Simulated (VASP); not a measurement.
InP, 2 atoms in the cell. Symmetry: I4mm, No. 107, tetragonal system. The conventional cell has a = 4.038 Å, b = 4.038 Å, c = 5.710 Å, α = 90.00°, β = 90.00°, γ = 90.00°. In (site symmetry 4mm) has 6 P at 2.48 to 3.23 Å within 3.3 Å. P (site symmetry 4mm) has 6 In at 2.48 to 3.23 Å within 3.3 Å.  This cell differs from its parent crystal: all P atoms moved +0.375 Å, as atom 2 towards its neighbour atom 1 (In) at 2.855 Å.

| Quantity | Value |
| --- | --- |
| Program | VASP 6.6.1 |
| Task | single point |
| Functional | PBEsol |
| Potentials or basis | VASP PAW PBE potentials, release 64 (In_d, P) |
| Cutoff | 520 eV |
| k mesh | 14 × 14 × 14 |
| Occupations | gaussian, width 0.15 eV |
| Spin | no spin polarisation |
| Dipole correction | no |
| Further INCAR settings | ALGO = Normal; EDIFF = 1e-06; NBANDS = 16 |

Potentials or basis: VASP PAW PBE potentials, release 64 (In_d, P).

Command:

```bash
$ cat potpaw_PBE.64/In_d/POTCAR potpaw_PBE.64/P/POTCAR > POTCAR
$ mpirun -np 1 vasp_std > vasp.out
```

Hardware: 1 thread of AMD EPYC 9R45 (Zen 5), with other jobs on the host.

Estimate the wall time of this run.

Wall time 86 s on 1 thread of AMD EPYC 9R45 (Zen 5), on a shared host, peak memory 0.27 GiB. Counts: scf iterations 12, k points 244.
